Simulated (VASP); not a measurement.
# Ta (Im-3m) in VASP: further runs

The runs below take Ta through single point, with r2SCAN50, HF.

All numbers are computed with VASP 6.6.1; they aren't measurements. Logs are shortened: lines on timing, memory, paths and dates and some standing lists are left out, and cuts for length are marked.

### 1 The cell of the first run

Symmetry: Im-3m, No. 229, cubic system. The conventional cell has a = 3.303 Å, b = 3.303 Å, c = 3.303 Å, α = 90.00°, β = 90.00°, γ = 90.00°. Within 3.8 Å of Ta (site symmetry m-3m) lie 14 Ta at 2.86 to 3.30 Å.

### 2 Single point, r2SCAN50

Input file POSCAR:

```
Ta
1.0
   -1.6512800000      1.6512800000      1.6512800000
    1.6512800000     -1.6512800000      1.6512800000
    1.6512800000      1.6512800000     -1.6512800000
Ta
1
Direct
    0.0000000000      0.0000000000      0.0000000000
```

Input file INCAR.step1:

```
  ALGO = Normal
  EDIFF = 1E-5
  ENCUT = 520
  GGA = PE
  ISIF = 2
  ISMEAR = -1
  LASPH = T
  LREAL = F
  LWAVE = T
  NBANDS = 12
  NELM = 80
  PREC = Accurate
  SIGMA = 0.05
```

Input file INCAR.step2:

```
  AEXX = 0.5
  ALGO = Normal
  EDIFF = 1E-6
  ENCUT = 520
  ISIF = 2
  ISMEAR = -1
  ISTART = 1
  LASPH = T
  LCHARG = T
  LELF = T
  LHFCALC = T
  LMIXTAU = T
  LREAL = F
  LVHAR = T
  LWAVE = F
  METAGGA = R2SCAN
  NBANDS = 12
  NELM = 80
  PREC = Accurate
  PRECFOCK = Normal
  SIGMA = 0.05
```

Input file KPOINTS:

```
k-points
0
Gamma
  6 6 6
```

Potentials or basis: VASP PAW PBE potentials, release 64 (Ta_pv).

The run is started by

```
$ cat potpaw_PBE.64/Ta_pv/POTCAR > POTCAR
$ cp INCAR.step1 INCAR
$ mpirun -np 1 vasp_std > vasp.out
$ cp INCAR.step2 INCAR
$ mpirun -np 1 vasp_std > vasp.out
```

OUTCAR:

```text
AEXX = 0.5
   EDIFF = 1E-6
   ENCUT = 520
   ISIF = 2
   ISMEAR = -1
   ISTART = 1
   LASPH = T
   LHFCALC = T
   LREAL = F
   METAGGA = R2SCAN
   NELM = 80
   PREC = Accurate
   PRECFOCK = Normal

 ion  position               nearest neighbor table
   1  0.000  0.000  0.000-

  LATTYP: Found a body centered cubic cell.
 ALAT       =     3.3025600000

  Lattice vectors:

 A1 = (  -1.6512800000,   1.6512800000,   1.6512800000)
 A2 = (   1.6512800000,  -1.6512800000,   1.6512800000)
 A3 = (   1.6512800000,   1.6512800000,  -1.6512800000)

Analysis of symmetry for initial positions (statically):
=====================================================================
 Subroutine PRICEL returns:
 Original cell was already a primitive cell.

 Routine SETGRP: Setting up the symmetry group for a
 body centered cubic supercell.

 Subroutine GETGRP returns: Found 48 space group operations
 (whereof 48 operations were pure point group operations)
 out of a pool of 48 trial point group operations.

The static configuration has the point symmetry O_h .

Analysis of symmetry for dynamics (positions and initial velocities):
=====================================================================
 Subroutine PRICEL returns:
 Original cell was already a primitive cell.

 Routine SETGRP: Setting up the symmetry group for a
 body centered cubic supercell.

 Subroutine GETGRP returns: Found 48 space group operations
 (whereof 48 operations were pure point group operations)
 out of a pool of 48 trial point group operations.

The dynamic configuration has the point symmetry O_h .

 Subroutine INISYM returns: Found 48 space group operations
 (whereof 48 operations are pure point group operations),
 and found     1 'primitive' translations

----------------------------------------------------------------------------------------

                                     Primitive cell

  volume of cell :      18.0104

  direct lattice vectors                    reciprocal lattice vectors
    -1.651280000  1.651280000  1.651280000     0.000000000  0.302795407  0.302795407
     1.651280000 -1.651280000  1.651280000     0.302795407  0.000000000  0.302795407
     1.651280000  1.651280000 -1.651280000     0.302795407  0.302795407  0.000000000

  length of vectors
     2.860100858  2.860100858  2.860100858     0.428217371  0.428217371  0.428217371

  position of ions in fractional coordinates (direct lattice)
     0.000000000  0.000000000  0.000000000

  ion indices of the primitive-cell ions
   primitive index   ion index
                 1           1

----------------------------------------------------------------------------------------

 KPOINTS: k-points

Automatic generation of k-mesh.
 Grid dimensions read from file:
 generate k-points for:    6    6    6

 Generating k-lattice:

  Cartesian coordinates                     Fractional coordinates (reciprocal lattice)
     0.000000000  0.050465901  0.050465901     0.166666667  0.000000000  0.000000000
     0.050465901  0.000000000  0.050465901     0.000000000  0.166666667  0.000000000
     0.050465901  0.050465901  0.000000000     0.000000000  0.000000000  0.166666667

  Length of vectors
     0.071369562  0.071369562  0.071369562

  Shift w.r.t. Gamma in fractional coordinates (k-lattice)
     0.000000000  0.000000000  0.000000000

 Subroutine IBZKPT returns following result:
 ===========================================

 Found     16 irreducible k-points:

 Following reciprocal coordinates:
            Coordinates               Weight
  0.000000  0.000000  0.000000      1.000000
  0.166667  0.000000  0.000000     12.000000
  0.333333  0.000000  0.000000     12.000000
  0.500000  0.000000  0.000000      6.000000
  0.166667  0.166667  0.000000     24.000000
  0.333333  0.166667  0.000000     48.000000
[... 8 lines left out ...]
  0.500000  0.500000  0.333333     12.000000
  0.500000  0.500000  0.500000      1.000000
   k-points           NKPTS =     16   k-points in BZ     NKDIM =    216   number of bands    NBANDS=     12
   number of dos      NEDOS =    301   number of ions     NIONS =      1
   total plane-waves  NPLWV =  13824
   dimension x,y,z NGX =    24 NGY =   24 NGZ =   24
   dimension x,y,z NGXF=    48 NGYF=   48 NGZF=   48
   ions per type =               1
   NGX,Y,Z   is equivalent  to a cutoff of  13.95, 13.95, 13.95 a.u.
   NGXF,Y,Z  is equivalent  to a cutoff of  27.90, 27.90, 27.90 a.u.
 SYSTEM =  unknown system
   PREC   = accura    normal or accurate (medium, high low for compatibility)
   ISTART =      1    job   : 0-new  1-cont  2-samecut
   ICHARG =      0    charge: 1-file 2-atom 10-const
   ISPIN  =      1    spin polarized calculation?
   LNONCOLLINEAR =      F non collinear calculations
   LSORBIT =      F    spin-orbit coupling
   LASPH  =      T    aspherical Exc in radial PAW
   ENCUT  =  520.0 eV  38.22 Ry    6.18 a.u.   5.32  5.32  5.32*2*pi/ulx,y,z
   NELM   =     80;   NELMIN=  2; NELMDL=  0     # of ELM steps
   EDIFF  = 0.1E-05   stopping-criterion for ELM
   LREAL  =      F    real-space projection
   EDIFFG = 0.1E-04   stopping-criterion for IOM
   NSW    =      0    number of steps for IOM
   IBRION =     -1    ionic relax: 0-MD 1-quasi-New 2-CG
   NFREE  =      0    steps in history (QN), initial steepest desc. (CG)
   ISIF   =      2    stress and relaxation
   ISYM   =      3    0-nonsym 1-usesym 2-fastsym
   POTIM  = 0.5000    time-step for ionic-motion
   TEBEG  =    0.0;   TEEND  =   0.0 temperature during run
   PSTRESS=    0.0 pullay stress
   NELECT =      11.0000    total number of electrons
   NUPDOWN=      -1.0000    fix difference up-down
   EMIN   =  10.00;   EMAX   =-10.00  energy-range for DOS
   EFERMI =   0.00;   METHOD = LEGACY
   ISMEAR =    -1;   SIGMA  =   0.05  broadening in eV -4-tet -1-fermi 0-gaus
   EFERMI_NEDOS =   21; number of points for ismear=-14 and -15
   IALGO  =     38    algorithm
   IMIX   =      1    mixing-type and parameters
     AMIX     =   0.40;   BMIX     =  1.00
     AMIX_MAG =   1.60;   BMIX_MAG =  1.00
  volume/ion in A,a.u.               =      18.01       121.54
  Fermi-wavevector in a.u.,A,eV,Ry     =   1.388988  2.624806 26.249534  1.929286
  Thomas-Fermi vector in A             =   2.513061
   LORBIT       =      0    0 simple, 1 ext, 2 COOP (PROOUT), +10 PAW based schemes
   METAGGA = R2SCAN    functional components
   LHFCALC =     T    Hartree Fock is set to
   PRECFOCK=normal    Normal, Fast or Accurate (Low or Medium for compatibility)
   ENCUT4O =  -1.0   cutoff for four orbital integrals eV
   NKREDX  =     1    reduce k-point grid by
   NKREDY  =     1    reduce k-point grid by
   NKREDZ  =     1    reduce k-point grid by
   AEXX    =    0.5000 exact exchange contribution
   HFSCREEN=    0.0000 screening length (either q_TF or 0.3 A-1)
   HFSCREENC=   0.0000 screening length for correlation (either q_TF or 0.3 A-1)
   ENCUTFOCK=  -1.0 apply spherical cutoff to Coloumb kernel
   IVDW    =     0    specifies the selected vdW correction
   LEPSILON=     F    determine dielectric tensor
   LRPA    =     F    only Hartree local field effects (RPA)
 non-spin polarized calculation
  energy-cutoff  :      520.00
  volume of cell :       18.01
 maximum number of plane-waves:       498
 NGX is ok and might be reduce to    24
  NGX = 16; NGY = 16; NGZ = 16

 number of electron      11.0000002 magnetization

 Free energy of the ion-electron system (eV)
  ---------------------------------------------------
  ext. energy  EPLUGINS =         0.00000000
  ---------------------------------------------------
  free energy    TOTEN  =       -36.83428862 eV

  energy without entropy =      -36.82693670  energy(sigma->0) =      -36.83061266

 E-fermi :   4.7379     XC(G=0):  -7.5171

 val. band max:        4.7123708641   @ k =  -0.3333   0.5000   0.1667
 cond. band min:       5.2948458106   @ k =   0.3333   0.0000   0.0000
 fundamental gap:      0.5824749466
 Fermi energy:         4.7379108742

 k-point     1 :       0.0000    0.0000    0.0000
  band No.  band energies     occupation
      1     -34.0361      2.00000
      2     -34.0361      2.00000
      3     -34.0361      2.00000
      4      -6.1351      2.00000
      5       7.5350      0.00000
      6       7.5350      0.00000
      7       7.5350      0.00000
      8      11.6755      0.00000
      9      11.6755      0.00000
     10      23.0891      0.00000
     11      23.0891      0.00000
     12      23.1200      0.00000

 k-point     2 :       0.1667    0.0000    0.0000
  band No.  band energies     occupation
      1     -34.4434      2.00000
      2     -34.1541      2.00000
      3     -34.0400      2.00000
      4      -4.6813      2.00000
      5       6.2668      0.00000
      6       6.6533      0.00000
      7       8.8795      0.00000
      8      10.7607      0.00000
      9      11.6201      0.00000
     10      23.1196      0.00000
     11      23.9401      0.00000
     12      25.4089      0.00000

 k-point     3 :       0.3333    0.0000    0.0000
  band No.  band energies     occupation
      1     -35.2021      2.00000
      2     -34.3806      2.00000
      3     -34.0425      2.00000
      4      -2.0301      2.00000
      5       3.1307      2.00000
      6       5.2948      0.00003
      7      11.2740      0.00000
      8      11.9999      0.00000
      9      12.5255      0.00000
     10      21.6838      0.00000
     11      22.8679      0.00000
     12      23.1552      0.00000
[... 166 lines left out ...]
 k-point    15 :       0.5000    0.5000    0.3333
  band No.  band energies     occupation
      1     -35.1645      2.00000
      2     -34.9022      2.00000
      3     -34.8034      2.00000
      4       0.0804      2.00000
      5       0.3410      2.00000
      6       9.7024      0.00000
      7       9.7701      0.00000
      8      14.8402      0.00000
      9      15.9034      0.00000
     10      18.4245      0.00000
     11      20.2926      0.00000
     12      23.1210      0.00000

 k-point    16 :       0.5000    0.5000    0.5000
  band No.  band energies     occupation
      1     -35.0291      2.00000
      2     -35.0291      2.00000
      3     -35.0291      2.00000
      4      -0.7331      2.00000
      5      -0.7331      2.00000
      6      14.5864      0.00000
      7      14.5864      0.00000
      8      14.5864      0.00000
      9      16.0121      0.00000
     10      16.0121      0.00000
     11      16.0121      0.00000
     12      23.0978      0.00000

------------------------ aborting loop because EDIFF is reached ----------------------------------------

  FORCE on cell =-STRESS in cart. coord.  units (eV):
  Direction    XX          YY          ZZ          XY          YZ          ZX
  --------------------------------------------------------------------------------------
  -------------------------------------------------------------------------------------
  Total       -0.1008828     -0.1008828     -0.1008828     -0.0000000     -0.0000000      0.0000000
  in kB       -8.9744011     -8.9744011     -8.9744011     -0.0000000     -0.0000000      0.0000000
  external PRESSURE =      -8.9744011 kB  Pullay stress =       0.0000000 kB

 VOLUME and BASIS-vectors are now :
 -----------------------------------------------------------------------------
  energy-cutoff  :      520.00
  volume of cell :       18.01
      direct lattice vectors                 reciprocal lattice vectors
    -1.651280000  1.651280000  1.651280000     0.000000000  0.302795407  0.302795407
     1.651280000 -1.651280000  1.651280000     0.302795407  0.000000000  0.302795407
     1.651280000  1.651280000 -1.651280000     0.302795407  0.302795407  0.000000000

 POSITION                                       TOTAL-FORCE (eV/Angst)
 -----------------------------------------------------------------------------------
      0.00000      0.00000      0.00000        -0.000000      0.000000      0.000000
 -----------------------------------------------------------------------------------
    total drift:                                0.000000      0.000000      0.000000

  FREE ENERGIE OF THE ION-ELECTRON SYSTEM (eV)
  ---------------------------------------------------
  free  energy   TOTEN  =       -36.8342886240 eV

  energy  without entropy=      -36.8269367012  energy(sigma->0) =      -36.83061266
```

Run time: 6.1 min. Hardware: 1 thread of Intel Xeon Platinum 8488C (Sapphire Rapids), shared host; peak memory 0.16 GiB.

Results:

```yaml
Free_energy: -36.8343 eV
Pressure: -0.9 GPa
Band_gap_on_the_k_mesh: zero (an odd number of electrons rules out a gap without spin polarisation)
```

Caveat: the k points lie up to 0.45 Å⁻¹ apart, too coarse for converged energies and pressures of a metal; the PAW data sets were made with another functional, which shifts forces and pressure a little; spin-orbit coupling is left out, which moves the levels of the heavy elements.

[end of part 1 of 2]

The gap in the log of VASP goes by the Fermi energy; the results here count the filled bands.